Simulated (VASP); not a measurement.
# LiF (F-43m) in VASP: notebook

The runs below take LiF through single point, with PBE, LDA.

Program: VASP 6.6.1. These are calculated values, not measurements. Logs are shortened: lines on timing, memory, paths and dates and some standing lists are left out, and cuts for length are marked.

### Step 1. The cell of the first run

It takes space group F-43m (No. 216, cubic). The conventional cell has a = 4.289 Å, b = 4.289 Å, c = 4.289 Å, α = 90.00°, β = 90.00°, γ = 90.00°. Li (site symmetry -43m) has 4 F at 1.86 Å within 2.5 Å. F (site symmetry -43m) has 4 Li at 1.86 Å within 2.5 Å.

### Step 2. Single point, PBE

The input, INCAR:

```
PREC = Accurate ; ENCUT = 520
EDIFF = 1E-7 ; ISMEAR = 0
SIGMA = 0.01 ; LREAL = F
LASPH = T ; NELM = 60
ALGO = Normal ; ISIF = 2
LWAVE = F ; LCHARG = F
GGA = PE ; NBANDS = 12
```

The input, KPOINTS:

```
regular mesh
0
Gamma
  6 6 6
```

The input, POSCAR:

```
LiF
1.0
    0.0000000000      2.1446105349      2.1446105349
    2.1446105349      0.0000000000      2.1446105349
    2.1446105349      2.1446105349      0.0000000000
Li F
1 1
Direct
    0.0000000000      0.0000000000      0.0000000000
    0.2500000000      0.2500000000      0.2500000000
```

Potentials or basis: VASP PAW PBE potentials, release 64 (Li_sv, F).

On the command line:

```sh
> cat potpaw_PBE.64/Li_sv/POTCAR potpaw_PBE.64/F/POTCAR > POTCAR
> mpirun -np 1 vasp_std > vasp.out
```

OUTCAR:

```text
PREC = Accurate
   ENCUT = 520
   EDIFF = 1E-7
   ISMEAR = 0
   LREAL = F
   LASPH = T
   NELM = 60
   ISIF = 2
   GGA = PE

 ion  position               nearest neighbor table
   1  0.000  0.000  0.000-   2 1.86   2 1.86   2 1.86   2 1.86
   2  0.250  0.250  0.250-   1 1.86   1 1.86   1 1.86   1 1.86

  LATTYP: Found a face centered cubic cell.
 ALAT       =     4.2892210698

  Lattice vectors:

 A1 = (   0.0000000000,   2.1446105349,   2.1446105349)
 A2 = (   2.1446105349,   0.0000000000,   2.1446105349)
 A3 = (   2.1446105349,   2.1446105349,   0.0000000000)

Analysis of symmetry for initial positions (statically):
=====================================================================
 Subroutine PRICEL returns:
 Original cell was already a primitive cell.

 Routine SETGRP: Setting up the symmetry group for a
 face centered cubic supercell.

 Subroutine GETGRP returns: Found 24 space group operations
 (whereof 24 operations were pure point group operations)
 out of a pool of 48 trial point group operations.

The static configuration has the point symmetry T_d .

Analysis of symmetry for dynamics (positions and initial velocities):
=====================================================================
 Subroutine PRICEL returns:
 Original cell was already a primitive cell.

 Routine SETGRP: Setting up the symmetry group for a
 face centered cubic supercell.

 Subroutine GETGRP returns: Found 24 space group operations
 (whereof 24 operations were pure point group operations)
 out of a pool of 48 trial point group operations.

The dynamic configuration has the point symmetry T_d .

 Subroutine INISYM returns: Found 24 space group operations
 (whereof 24 operations are pure point group operations),
 and found     1 'primitive' translations

----------------------------------------------------------------------------------------

                                     Primitive cell

  volume of cell :      19.7276

  direct lattice vectors                    reciprocal lattice vectors
     0.000000000  2.144610535  2.144610535    -0.233142565  0.233142565  0.233142565
     2.144610535  0.000000000  2.144610535     0.233142565 -0.233142565  0.233142565
     2.144610535  2.144610535  0.000000000     0.233142565  0.233142565 -0.233142565

  length of vectors
     3.032937304  3.032937304  3.032937304     0.403814767  0.403814767  0.403814767

  position of ions in fractional coordinates (direct lattice)
     0.000000000  0.000000000  0.000000000
     0.250000000  0.250000000  0.250000000

  ion indices of the primitive-cell ions
   primitive index   ion index
                 1           1
                 2           2

----------------------------------------------------------------------------------------

 KPOINTS: regular mesh

Automatic generation of k-mesh.
 Grid dimensions read from file:
 generate k-points for:    6    6    6

 Generating k-lattice:

  Cartesian coordinates                     Fractional coordinates (reciprocal lattice)
    -0.038857094  0.038857094  0.038857094     0.166666667  0.000000000  0.000000000
     0.038857094 -0.038857094  0.038857094     0.000000000  0.166666667  0.000000000
     0.038857094  0.038857094 -0.038857094     0.000000000  0.000000000  0.166666667

  Length of vectors
     0.067302461  0.067302461  0.067302461

  Shift w.r.t. Gamma in fractional coordinates (k-lattice)
     0.000000000  0.000000000  0.000000000

 Subroutine IBZKPT returns following result:
 ===========================================

 Found     16 irreducible k-points:

 Following reciprocal coordinates:
            Coordinates               Weight
  0.000000  0.000000  0.000000      1.000000
  0.166667  0.000000  0.000000      8.000000
  0.333333  0.000000  0.000000      8.000000
  0.500000  0.000000  0.000000      4.000000
  0.166667  0.166667  0.000000      6.000000
  0.333333  0.166667  0.000000     24.000000
[... 8 lines left out ...]
 -0.333333  0.333333  0.166667     24.000000
 -0.333333  0.500000  0.166667     12.000000
   k-points           NKPTS =     16   k-points in BZ     NKDIM =     16   number of bands    NBANDS=     12
   number of dos      NEDOS =    301   number of ions     NIONS =      2
   total plane-waves  NPLWV =  13824
   dimension x,y,z NGX =    24 NGY =   24 NGZ =   24
   dimension x,y,z NGXF=    48 NGYF=   48 NGZF=   48
   ions per type =               1   1
   NGX,Y,Z   is equivalent  to a cutoff of  13.16, 13.16, 13.16 a.u.
   NGXF,Y,Z  is equivalent  to a cutoff of  26.31, 26.31, 26.31 a.u.
 SYSTEM =  unknown system
   PREC   = accura    normal or accurate (medium, high low for compatibility)
   ISTART =      0    job   : 0-new  1-cont  2-samecut
   ICHARG =      2    charge: 1-file 2-atom 10-const
   ISPIN  =      1    spin polarized calculation?
   LNONCOLLINEAR =      F non collinear calculations
   LSORBIT =      F    spin-orbit coupling
   LASPH  =      T    aspherical Exc in radial PAW
   ENCUT  =  520.0 eV  38.22 Ry    6.18 a.u.   5.64  5.64  5.64*2*pi/ulx,y,z
   NELM   =     60;   NELMIN=  2; NELMDL= -5     # of ELM steps
   EDIFF  = 0.1E-06   stopping-criterion for ELM
   LREAL  =      F    real-space projection
   EDIFFG = 0.1E-05   stopping-criterion for IOM
   NSW    =      0    number of steps for IOM
   IBRION =     -1    ionic relax: 0-MD 1-quasi-New 2-CG
   NFREE  =      0    steps in history (QN), initial steepest desc. (CG)
   ISIF   =      2    stress and relaxation
   ISYM   =      2    0-nonsym 1-usesym 2-fastsym
   POTIM  = 0.5000    time-step for ionic-motion
   TEBEG  =    0.0;   TEEND  =   0.0 temperature during run
   PSTRESS=    0.0 pullay stress
   NELECT =      10.0000    total number of electrons
   NUPDOWN=      -1.0000    fix difference up-down
   EMIN   =  10.00;   EMAX   =-10.00  energy-range for DOS
   EFERMI =   0.00;   METHOD = LEGACY
   ISMEAR =     0;   SIGMA  =   0.01  broadening in eV -4-tet -1-fermi 0-gaus
   EFERMI_NEDOS =   21; number of points for ismear=-14 and -15
   IALGO  =     38    algorithm
   IMIX   =      4    mixing-type and parameters
     AMIX     =   0.40;   BMIX     =  1.00
     AMIX_MAG =   1.60;   BMIX_MAG =  1.00
  volume/ion in A,a.u.               =       9.86        66.56
  Fermi-wavevector in a.u.,A,eV,Ry     =   1.305318  2.466694 23.182363  1.703856
  Thomas-Fermi vector in A             =   2.436195
   LORBIT       =      0    0 simple, 1 ext, 2 COOP (PROOUT), +10 PAW based schemes
   GGA     = PE    functional components
   LHFCALC =     F    Hartree Fock is set to
   AEXX    =    0.0000 exact exchange contribution
   IVDW    =     0    specifies the selected vdW correction
   LEPSILON=     F    determine dielectric tensor
   LRPA    =     F    only Hartree local field effects (RPA)
 non-spin polarized calculation
 Gauss-broadening in eV      SIGMA  =   0.01
  energy-cutoff  :      520.00
  volume of cell :       19.73
 maximum number of plane-waves:       544
 NGX is ok and might be reduce to    24
   NGX = 11   NGY = 11   NGZ = 11

 number of electron      10.0000000 magnetization

 number of electron       9.9999987 magnetization

 Free energy of the ion-electron system (eV)
  ---------------------------------------------------
  ext. energy  EPLUGINS =         0.00000000
  ---------------------------------------------------
  free energy    TOTEN  =        -9.61752376 eV

  energy without entropy =       -9.61752376  energy(sigma->0) =       -9.61752376

 E-fermi :  -2.4730     XC(G=0):  -8.8653

 val. band max:       -2.5292835139   @ k =   0.0000   0.0000   0.0000
 cond. band min:       5.3887477502   @ k =   0.0000   0.0000   0.0000
 fundamental gap:      7.9180312641
 Fermi energy:        -2.4729857551

 k-point     1 :       0.0000    0.0000    0.0000
  band No.  band energies     occupation
      1     -42.8660      2.00000
      2     -21.8695      2.00000
      3      -2.5293      2.00000
      4      -2.5293      2.00000
      5      -2.5293      2.00000
      6       5.3887      0.00000
      7      16.9641      0.00000
      8      16.9641      0.00000
      9      16.9642      0.00000
     10      25.6206      0.00000
     11      25.6206      0.00000
     12      25.6206      0.00000

 k-point     2 :       0.1667    0.0000    0.0000
  band No.  band energies     occupation
      1     -42.8565      2.00000
      2     -21.8255      2.00000
      3      -3.0929      2.00000
      4      -2.5969      2.00000
      5      -2.5969      2.00000
      6       6.1449      0.00000
      7      16.2527      0.00000
      8      17.0752      0.00000
      9      17.0753      0.00000
     10      23.6395      0.00000
     11      23.6395      0.00000
     12      23.8401      0.00000

 k-point     3 :       0.3333    0.0000    0.0000
  band No.  band energies     occupation
      1     -42.8373      2.00000
      2     -21.7329      2.00000
      3      -4.0822      2.00000
      4      -2.7270      2.00000
      5      -2.7270      2.00000
      6       7.9530      0.00000
      7      14.1075      0.00000
      8      16.8686      0.00000
      9      16.8687      0.00000
     10      23.4904      0.00000
     11      23.4904      0.00000
     12      23.8802      0.00000
[... 166 lines left out ...]
 k-point    15 :      -0.3333    0.3333    0.1667
  band No.  band energies     occupation
      1     -42.8183      2.00000
      2     -21.6412      2.00000
      3      -4.1714      2.00000
      4      -3.3471      2.00000
      5      -3.1142      2.00000
      6       9.7548      0.00000
      7      12.2091      0.00000
      8      15.5125      0.00000
      9      17.4785      0.00000
     10      20.5221      0.00000
     11      25.4737      0.00000
     12      27.7736      0.00000

 k-point    16 :      -0.3333    0.5000    0.1667
  band No.  band energies     occupation
      1     -42.8152      2.00000
      2     -21.6276      2.00000
      3      -3.9784      2.00000
      4      -3.4617      2.00000
      5      -3.3067      2.00000
      6       9.1163      0.00000
      7      13.1568      0.00000
      8      14.9850      0.00000
      9      17.5935      0.00000
     10      19.9992      0.00000
     11      26.3990      0.00000
     12      27.6536      0.00000

------------------------ aborting loop because EDIFF is reached ----------------------------------------

  FORCE on cell =-STRESS in cart. coord.  units (eV):
  Direction    XX          YY          ZZ          XY          YZ          ZX
  --------------------------------------------------------------------------------------
  -------------------------------------------------------------------------------------
  Total        0.3490313      0.3490313      0.3490313      0.0000000     -0.0000000     -0.0000000
  in kB       28.3465143     28.3465143     28.3465143      0.0000000     -0.0000000     -0.0000000
  external PRESSURE =      28.3465143 kB  Pullay stress =       0.0000000 kB

 VOLUME and BASIS-vectors are now :
 -----------------------------------------------------------------------------
  energy-cutoff  :      520.00
  volume of cell :       19.73
      direct lattice vectors                 reciprocal lattice vectors
     0.000000000  2.144610535  2.144610535    -0.233142565  0.233142565  0.233142565
     2.144610535  0.000000000  2.144610535     0.233142565 -0.233142565  0.233142565
     2.144610535  2.144610535  0.000000000     0.233142565  0.233142565 -0.233142565

 POSITION                                       TOTAL-FORCE (eV/Angst)
 -----------------------------------------------------------------------------------
      0.00000      0.00000      0.00000         0.000000     -0.000000     -0.000000
      1.07231      1.07231      1.07231        -0.000000      0.000000      0.000000
 -----------------------------------------------------------------------------------
    total drift:                               -0.000000     -0.000000     -0.000000

  FREE ENERGIE OF THE ION-ELECTRON SYSTEM (eV)
  ---------------------------------------------------
  free  energy   TOTEN  =        -9.6175237563 eV

  energy  without entropy=       -9.6175237563  energy(sigma->0) =       -9.61752376
```

Run time: 8.7 s. Hardware: 1 thread of Intel Xeon Platinum 8375C at 2.90GHz (Ice Lake), shared host; peak memory 0.13 GiB.

Results:

| Property | Result |
| --- | --- |
| Free energy | -9.6175 eV |
| Band gap on the k mesh | 7.92 eV, direct |

Caveat: the k points lie up to 0.42 Å⁻¹ apart; the cutoff is under 1.25 times the usual one of these potentials, so pressure, stress and relaxed cells hold a basis-set (Pulay) error.

### Step 3. Single point, LDA

This run uses another cell than the first one, of 9.29 Å³/atom, 0.942 times its volume.

The input, INCAR:

```
PREC     = Accurate       # precision mode
ENCUT    = 520            # plane-wave cutoff, eV
EDIFF    = 1E-7           # SCF threshold, eV
ISMEAR   = -1             # smearing method
SIGMA    = 0.02           # smearing width, eV
LREAL    = False          # projectors in reciprocal space
LASPH    = True           # aspherical terms in the spheres
NELM     = 60             # most SCF steps
ALGO     = Normal         # electronic algorithm
ISIF     = 2              # what is computed and relaxed
LWAVE    = False          # write WAVECAR
LCHARG   = False          # write CHGCAR
NBANDS   = 12             # bands
```

The input, KPOINTS:

```
Automatic mesh
0
Gamma
  10 10 10
```

The input, POSCAR:

```
LiF
1.0
    0.0000000000      2.1025564441      2.1025564441
    2.1025564441      0.0000000000      2.1025564441
    2.1025564441      2.1025564441      0.0000000000
Li F
1 1
Direct
    0.0000000000      0.0000000000      0.0000000000
    0.2500000000      0.2500000000      0.2500000000
```

Potentials or basis: VASP PAW LDA potentials, release 64 (Li_sv, F).

On the command line:

```sh
> cat potpaw_LDA.64/Li_sv/POTCAR potpaw_LDA.64/F/POTCAR > POTCAR
> mpirun -np 1 vasp_std > vasp.out
```

It took 14 s on 1 thread of Intel Xeon Platinum 8375C at 2.90GHz (Ice Lake), shared host; peak memory 0.12 GiB.

It converged, with:

```yaml
Free_energy: -10.3812 eV
Band_gap_on_the_k_mesh: 7.94 eV, direct
```

Levels at points of the mesh, in eV from the valence-band top:
```csv
k point,band 2,band 3,band 4,band 5,band 6,band 7,band 8,band 9
"(0.00, 0.00, 0.00)",-19.01,0.00,0.00,0.00,7.94,19.51,19.51,19.51
"(0.50, 0.00, 0.00)",-18.80,-2.24,-0.29,-0.29,11.97,15.20,19.16,19.16
"(0.50, 0.50, 0.00)",-18.74,-1.55,-0.91,-0.91,10.32,16.02,19.74,19.74
```

Caveat: the cutoff is under 1.25 times the usual one of these potentials, so pressure, stress and relaxed cells hold a basis-set (Pulay) error.

### Step 4. Single point, PBE

The input, INCAR:

```
PREC = Accurate
ENCUT = 520
EDIFF = 1E-6
ISMEAR = -1
SIGMA = 0.02
LREAL = F
LASPH = T
NELM = 100
ALGO = Normal
ISIF = 2
LWAVE = F
LCHARG = T
GGA = PE
LELF = T
LVHAR = T
NBANDS = 12
```

The input, KPOINTS:

```
regular mesh
0
Gamma
  10 10 10
```

The input, POSCAR:

```
LiF
1.0
    0.0000000000      2.1446105349      2.1446105349
    2.1446105349      0.0000000000      2.1446105349
    2.1446105349      2.1446105349      0.0000000000
Li F
1 1
Direct
    0.0000000000      0.0000000000      0.0000000000
    0.2500000000      0.2500000000      0.2500000000
```

Potentials or basis: VASP PAW PBE potentials, release 64 (Li_sv, F).

On the command line:

```sh
> cat potpaw_PBE.64/Li_sv/POTCAR potpaw_PBE.64/F/POTCAR > POTCAR
> mpirun -np 1 vasp_std > vasp.out
```

It took 17 s on 1 thread of Intel Xeon Platinum 8375C at 2.90GHz (Ice Lake), shared host; peak memory 0.13 GiB.

It converged, with:

| Item | Value |
| --- | --- |
| Free energy | -9.6176 eV |
| Band gap on the k mesh | 7.92 eV, direct |

Levels at points of the mesh, in eV from the valence-band top:
| k point | band 2 | band 3 | band 4 | band 5 | band 6 | band 7 | band 8 | band 9 |
| --- | --- | --- | --- | --- | --- | --- | --- | --- |
| (0.00, 0.00, 0.00) | -19.34 | 0.00 | 0.00 | 0.00 | 7.92 | 19.49 | 19.49 | 19.49 |
| (0.50, 0.00, 0.00) | -19.16 | -2.00 | -0.26 | -0.26 | 11.96 | 14.98 | 19.13 | 19.13 |
| (0.50, 0.50, 0.00) | -19.10 | -1.41 | -0.81 | -0.81 | 10.60 | 15.98 | 19.53 | 19.53 |

Caveat: the cutoff is under 1.25 times the usual one of these potentials, so pressure, stress and relaxed cells hold a basis-set (Pulay) error.

### Step 5. Single point, LDA

The input, INCAR:

```
PREC = Accurate
ENCUT = 520
EDIFF = 1E-7
ISMEAR = 0
SIGMA = 0.01
LREAL = False
LASPH = True
NELM = 100
ALGO = Normal
ISIF = 2
LWAVE = False
LCHARG = True
LELF = True
LVHAR = True
NBANDS = 12
```

KPOINTS is that of step 4.

POSCAR is that of step 4.

Potentials or basis: VASP PAW LDA potentials, release 64 (Li_sv, F).

On the command line:

```sh
> cat potpaw_LDA.64/Li_sv/POTCAR potpaw_LDA.64/F/POTCAR > POTCAR
> mpirun -np 1 vasp_std > vasp.out
```

Run time: 12 s. Hardware: 1 thread of Intel Xeon Platinum 8375C at 2.90GHz (Ice Lake), shared host; peak memory 0.12 GiB.

It converged, with:

* Free energy: -10.3701 eV
* Band gap on the k mesh: 7.60 eV, direct

Levels at points of the mesh, in eV from the valence-band top:
```
           k point  band 2  band 3  band 4  band 5  band 6  band 7  band 8  band 9
(0.00, 0.00, 0.00)  -18.91    0.00    0.00    0.00    7.60   19.01   19.01   19.01
(0.50, 0.00, 0.00)  -18.72   -2.07   -0.27   -0.27   11.58   14.63   18.67   18.67
(0.50, 0.50, 0.00)  -18.67   -1.44   -0.84   -0.84   10.15   15.57   19.07   19.07
```

Caveat: the cutoff is under 1.25 times the usual one of these potentials, so pressure, stress and relaxed cells hold a basis-set (Pulay) error. A k mesh can miss the band edges.

### Step 6. The runs side by side

| level | potentials or basis | cell | k mesh | smearing | gap on the mesh (eV) |
| --- | --- | --- | --- | --- | --- |
| PBE | VASP PAW PBE potentials, release 64 (Li_sv, F) | a = 3.033 Å, angles 60.0°, 2 atoms | 6 × 6 × 6 | gaussian 0.01 eV | 7.92 |
| LDA | VASP PAW LDA potentials, release 64 (Li_sv, F) | a = 2.973 Å, angles 60.0°, 2 atoms | 10 × 10 × 10 | fermi-dirac 0.02 eV | 7.94 |
| PBE | VASP PAW PBE potentials, release 64 (Li_sv, F) | a = 3.033 Å, angles 60.0°, 2 atoms | 10 × 10 × 10 | fermi-dirac 0.02 eV | 7.92 |
| LDA | VASP PAW LDA potentials, release 64 (Li_sv, F) | a = 3.033 Å, angles 60.0°, 2 atoms | 10 × 10 × 10 | gaussian 0.01 eV | 7.60 |

Alike in all rows: task single point; no spin polarisation; cutoff (eV) 520.

Caveats: some runs use coarse meshes; the cutoff is under 1.25 times the usual one of these potentials, so pressure, stress and relaxed cells hold a basis-set (Pulay) error.

Absolute energies hang on the potentials; compare differences alone.
